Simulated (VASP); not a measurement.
# CsB2 (I4/mmm) in VASP: single point with PBE

Aim: the single point of CsB2 with PBE.

All numbers are computed with VASP 6.6.1; they aren't measurements. Logs are shortened: lines on timing, memory, paths and dates and some standing lists are left out, and cuts for length are marked.

**1. The cell of the first run**

It takes space group I4/mmm (No. 139, tetragonal). The conventional cell has a = 2.996 Å, b = 2.996 Å, c = 12.443 Å, α = 90.00°, β = 90.00°, γ = 90.00°. Cs (site symmetry 4/mmm) has 4 Cs at 3.00 Å and 10 B at 3.18 to 3.71 Å within 3.9 Å. Within 2.8 Å of B (site symmetry 4mm) lie 4 B at 2.12 Å.

The cell was built from a structure type or drawn by symmetry, and may not be a known phase.

**2. Single point, PBE**

Input file INCAR:

```
SYSTEM = CsB2
  ALGO = Normal
  EDIFF = 1E-6
  ENCUT = 520
  GGA = PE
  ISIF = 2
  ISMEAR = 0
  LASPH = .TRUE.
  LCHARG = .FALSE.
  LREAL = .FALSE.
  LWAVE = .FALSE.
  NBANDS = 14
  NELM = 100
  PREC = Accurate
  SIGMA = 0.1
```

Input file KPOINTS:

```
k-points
0
G
  22 22 22
  0 0 0
```

Input file POSCAR:

```
CsB2
1.0
   -1.4978214472      1.4978214472      6.2212949908
    1.4978214472     -1.4978214472      6.2212949908
    1.4978214472      1.4978214472     -6.2212949908
Cs B
1 2
Direct
    0.0000000000      0.0000000000      0.0000000000
    0.7445178332      0.7445178332      0.0000000000
    0.2554821668      0.2554821668      0.0000000000
```

Potentials or basis: VASP PAW PBE potentials, release 64 (Cs_sv, B).

The run is started by

```
$ cat potpaw_PBE.64/Cs_sv/POTCAR potpaw_PBE.64/B/POTCAR > POTCAR
$ mpirun -np 1 vasp_std > vasp.out
```

OUTCAR:

```text
SYSTEM = CsB2
   EDIFF = 1E-6
   ENCUT = 520
   GGA = PE
   ISIF = 2
   ISMEAR = 0
   LASPH = .TRUE.
   LREAL = .FALSE.
   NELM = 100
   PREC = Accurate

 ion  position               nearest neighbor table
   1  0.000  0.000  0.000-
   2  0.745  0.745  0.000-   3 2.12   3 2.12   3 2.12   3 2.12
   3  0.255  0.255  0.000-   2 2.12   2 2.12   2 2.12   2 2.12

  LATTYP: Found a body centered tetragonal cell.
 ALAT       =     2.9956428944
 C/A-ratio  =     4.1535624973

  Lattice vectors:

 A1 = (  -1.4978214472,   1.4978214472,   6.2212949908)
 A2 = (   1.4978214472,  -1.4978214472,   6.2212949908)
 A3 = (   1.4978214472,   1.4978214472,  -6.2212949908)

Analysis of symmetry for initial positions (statically):
=====================================================================
 Subroutine PRICEL returns:
 Original cell was already a primitive cell.

 Routine SETGRP: Setting up the symmetry group for a
 body centered tetragonal supercell.

 Subroutine GETGRP returns: Found 16 space group operations
 (whereof 16 operations were pure point group operations)
 out of a pool of 16 trial point group operations.

The static configuration has the point symmetry D_4h.

Analysis of symmetry for dynamics (positions and initial velocities):
=====================================================================
 Subroutine PRICEL returns:
 Original cell was already a primitive cell.

 Routine SETGRP: Setting up the symmetry group for a
 body centered tetragonal supercell.

 Subroutine GETGRP returns: Found 16 space group operations
 (whereof 16 operations were pure point group operations)
 out of a pool of 16 trial point group operations.

The dynamic configuration has the point symmetry D_4h.

 Subroutine INISYM returns: Found 16 space group operations
 (whereof 16 operations are pure point group operations),
 and found     1 'primitive' translations

----------------------------------------------------------------------------------------

                                     Primitive cell

  volume of cell :      55.8291

  direct lattice vectors                    reciprocal lattice vectors
    -1.497821447  1.497821447  6.221294991     0.000000000  0.333818160  0.080369119
     1.497821447 -1.497821447  6.221294991     0.333818160  0.000000000  0.080369119
     1.497821447  1.497821447 -6.221294991     0.333818160  0.333818160  0.000000000

  length of vectors
     6.572020202  6.572020202  6.572020202     0.343356607  0.343356607  0.472090170
[... 95 lines left out ...]
   NUPDOWN=      -1.0000    fix difference up-down
   EMIN   =  10.00;   EMAX   =-10.00  energy-range for DOS
   EFERMI =   0.00;   METHOD = LEGACY
   ISMEAR =     0;   SIGMA  =   0.10  broadening in eV -4-tet -1-fermi 0-gaus
   EFERMI_NEDOS =   21; number of points for ismear=-14 and -15
   IALGO  =     38    algorithm
   IMIX   =      4    mixing-type and parameters
     AMIX     =   0.40;   BMIX     =  1.00
     AMIX_MAG =   1.60;   BMIX_MAG =  1.00
  volume/ion in A,a.u.               =      18.61       125.58
  Fermi-wavevector in a.u.,A,eV,Ry     =   1.056375  1.996260 15.183137  1.115929
  Thomas-Fermi vector in A             =   2.191609
   LORBIT       =      0    0 simple, 1 ext, 2 COOP (PROOUT), +10 PAW based schemes
   GGA     = PE    functional components
   LHFCALC =     F    Hartree Fock is set to
   AEXX    =    0.0000 exact exchange contribution
   IVDW    =     0    specifies the selected vdW correction
   LEPSILON=     F    determine dielectric tensor
   LRPA    =     F    only Hartree local field effects (RPA)
 non-spin polarized calculation
 Gauss-broadening in eV      SIGMA  =   0.10
  energy-cutoff  :      520.00
  volume of cell :       55.83
 maximum number of plane-waves:      1529
 NGX is ok and might be reduce to    50
   NGX = 25   NGY = 25   NGZ = 25

 number of electron      14.9999999 magnetization

 Free energy of the ion-electron system (eV)
  ---------------------------------------------------
  ext. energy  EPLUGINS =         0.00000000
  ---------------------------------------------------
  free energy    TOTEN  =        -8.95244258 eV

  energy without entropy =       -8.94671204  energy(sigma->0) =       -8.94957731

 E-fermi :   3.9321     XC(G=0):  -9.9255

 val. band max:        3.9301125140   @ k =  -0.2727   0.1364  -0.0000
 cond. band min:       3.9340954735   @ k =   0.3182   0.1364   0.0455
 fundamental gap:      0.0039829595
 Fermi energy:         3.9321241139

 k-point     1 :       0.0000    0.0000    0.0000
  band No.  band energies     occupation
      1     -20.3010      2.00000
      2      -6.9189      2.00000
      3      -6.3295      2.00000
      4      -3.3333      2.00000
      5      -3.3333      2.00000
      6       2.0212      2.00000
      7       4.2235      0.00004
      8       4.2235      0.00004
      9       5.6570      0.00000
     10       6.1035      0.00000
     11       7.9680      0.00000
     12       8.4484      0.00000
     13      10.8010      0.00000
     14      13.3452      0.00000
[... 377 lines left out ...]
      1     -19.0689      2.00000
      2      -9.1623      2.00000
      3      -5.7811      2.00000
      4      -3.4232      2.00000
      5      -2.6607      2.00000
      6      -2.2416      2.00000
      7       3.1143      2.00000
      8       4.9808      0.00000
      9       6.9915      0.00000
     10       7.1145      0.00000
     11       8.2278      0.00000
     12       8.3513      0.00000
     13      10.3592      0.00000
     14      11.3981      0.00000

 [... further k-points ...]

------------------------ aborting loop because EDIFF is reached ----------------------------------------

  FORCE on cell =-STRESS in cart. coord.  units (eV):
  Direction    XX          YY          ZZ          XY          YZ          ZX
  --------------------------------------------------------------------------------------
  -------------------------------------------------------------------------------------
  Total        0.1789544      0.1789544      0.0594518      0.0000000      0.0000000      0.0000000
  in kB        5.1356110      5.1356110      1.7061388      0.0000000      0.0000000      0.0000000
  external PRESSURE =       3.9924536 kB  Pullay stress =       0.0000000 kB

 VOLUME and BASIS-vectors are now :
 -----------------------------------------------------------------------------
  energy-cutoff  :      520.00
  volume of cell :       55.83
      direct lattice vectors                 reciprocal lattice vectors
    -1.497821447  1.497821447  6.221294991     0.000000000  0.333818160  0.080369119
     1.497821447 -1.497821447  6.221294991     0.333818160  0.000000000  0.080369119
     1.497821447  1.497821447 -6.221294991     0.333818160  0.333818160  0.000000000

 POSITION                                       TOTAL-FORCE (eV/Angst)
 -----------------------------------------------------------------------------------
      0.00000      0.00000      0.00000         0.000000      0.000000      0.000000
      0.00000      0.00000      9.26373        -0.000000     -0.000000      0.000369
      0.00000      0.00000      3.17886        -0.000000     -0.000000     -0.000369
 -----------------------------------------------------------------------------------
    total drift:                                0.000000      0.000000     -0.000000

  FREE ENERGIE OF THE ION-ELECTRON SYSTEM (eV)
  ---------------------------------------------------
  free  energy   TOTEN  =        -8.9524425759 eV

  energy  without entropy=       -8.9467120389  energy(sigma->0) =       -8.94957731
```

OSZICAR:

```text
N       E                     dE             d eps       ncg     rms          rms(c)
DAV:   1     0.559288970716E+02    0.55929E+02   -0.64068E+03 23360   0.911E+02
DAV:   2    -0.556246615993E+01   -0.61491E+02   -0.56482E+02 32838   0.153E+02
DAV:   3    -0.927360565966E+01   -0.37111E+01   -0.36768E+01 31182   0.359E+01
DAV:   4    -0.930307179923E+01   -0.29466E-01   -0.29456E-01 27620   0.362E+00
DAV:   5    -0.930328951797E+01   -0.21772E-03   -0.21769E-03 31526   0.303E-01    0.213E+00
DAV:   6    -0.896434405828E+01    0.33895E+00   -0.36234E-01 30994   0.368E+00    0.930E-01
DAV:   7    -0.895453816268E+01    0.98059E-02   -0.65139E-02 30216   0.137E+00    0.522E-01
DAV:   8    -0.895238021947E+01    0.21579E-02   -0.10545E-02 28542   0.710E-01    0.794E-02
DAV:   9    -0.895242131960E+01   -0.41100E-04   -0.42476E-04 31804   0.124E-01    0.380E-02
DAV:  10    -0.895244269724E+01   -0.21378E-04   -0.68434E-05 28644   0.639E-02    0.576E-03
DAV:  11    -0.895244257588E+01    0.12137E-06   -0.36110E-06 30452   0.123E-02
   1 F= -.89524426E+01 E0= -.89495773E+01  d E =-.573054E-02
```

stdout:

```text
POSCAR found type information on POSCAR CsB
 POSCAR found :  2 types and       3 ions
 scaLAPACK will be used
 LDA part: xc-table for (Slater+PW92), standard interpolation
 POSCAR, INCAR and KPOINTS ok, starting setup
 FFT: planning ... GRIDC
 FFT: planning ... GRID_SOFT
 FFT: planning ... GRID
 WAVECAR not read
 entering main loop
```

Run time: 26 min. Hardware: 1 thread of Intel Xeon Platinum 8488C (Sapphire Rapids), shared host; peak memory 0.84 GiB.

What came out:

| Quantity | Value |
| --- | --- |
| Free energy | -8.9524 eV |
| Pressure | 0.4 GPa |
| Band gap on the k mesh | zero (an odd number of electrons rules out a gap without spin polarisation) |

Caveat: spin-orbit coupling is left out, which moves the levels of the heavy elements.
